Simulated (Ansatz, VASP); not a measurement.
## VGe: VASP beside Ansatz

INCAR

```
ALGO     = Normal         # electronic algorithm
EDIFF    = 1E-6           # SCF threshold, eV
ENCUT    = 520            # plane-wave cutoff, eV
GGA      = PE             # functional
ISIF     = 2              # what is computed and relaxed
ISMEAR   = -1             # smearing method
LASPH    = T              # aspherical terms in the spheres
LCHARG   = T              # write CHGCAR
LELF     = T              # ELF
LREAL    = F              # projectors in reciprocal space
LVHAR    = T            
LWAVE    = F              # write WAVECAR
NBANDS   = 20             # bands
NELM     = 60             # most SCF steps
PREC     = Accurate       # precision mode
SIGMA    = 0.05           # smearing width, eV
```

The input KPOINTS:

```
k-points
0
Gamma
  13 13 13
```

Contents of POSCAR:

```
VGe
1.0
    0.0000000000      2.4921526721      2.4921526721
    2.4921526721      0.0000000000      2.4921526721
    2.4921526721      2.4921526721      0.0000000000
V Ge
1 1
Direct
    0.0000000000      0.0000000000      0.0000000000
    0.2500000000      0.2500000000      0.2500000000
```

Input for Ansatz:

```yaml
crystal:
  lattice:
    - [0.0, 2.4921526721, 2.4921526721]
    - [2.4921526721, 0.0, 2.4921526721]
    - [2.4921526721, 2.4921526721, 0.0]
  atoms:
    - { symbol: V, position: [0.0, 0.0, 0.0] }
    - { symbol: Ge, position: [0.25, 0.25, 0.25] }
kpoints:
  mp_grid: { grid: [13, 13, 13] }
  band_path:
    path:
      - [0.0, 0.0, 0.0]
      - [-0.5, -0.5, 0.0]
      - [-0.375, -0.375, 0.25]
      - [-0.375, 0.0, 0.375]
      - [0.0, 0.0, 0.0]
      - [0.0, 0.0, 0.5]
      - [-0.5, -0.25, 0.25]
      - [-0.5, -0.5, 0.0]
    npoints: 8
scf:
  occupations: { method: fermi_dirac, width: 0.05 }
hamiltonian:
  xc: pbe
  pseudopotentials: { kind: paw }
output:
  forces: true
  stress: true
  eigenvalues: true
  populations: true
  dos: { projected: true, de: 0.2, e_range: [-14, 8] }
```

Change from the starting cell: volume scaled by 0.7, PAW files.

Alike in both runs: task single point; functional PBE; k mesh 13 × 13 × 13; occupations fermi-dirac, width 0.05 eV; no spin polarisation.

|  | VASP | Ansatz |
| --- | --- | --- |
| version | VASP 6.6.1 | Ansatz 0.2.0 |
| potentials or method | VASP PAW PBE potentials, release 64 (V_sv, Ge_d) | PAW with Ansatz's default frozen-core files, scalar-relativistic |
| plane-wave cutoff (eV) | 520 | 420 |
| valence electrons in the cell | 27 | 27 |

|  | VASP | Ansatz | Ansatz less VASP |
| --- | --- | --- | --- |
| pressure (GPa) | 55.1 | 54.4 | -0.65 |

Both programs put the cell under a high pressure, so it lies far from rest at this level.
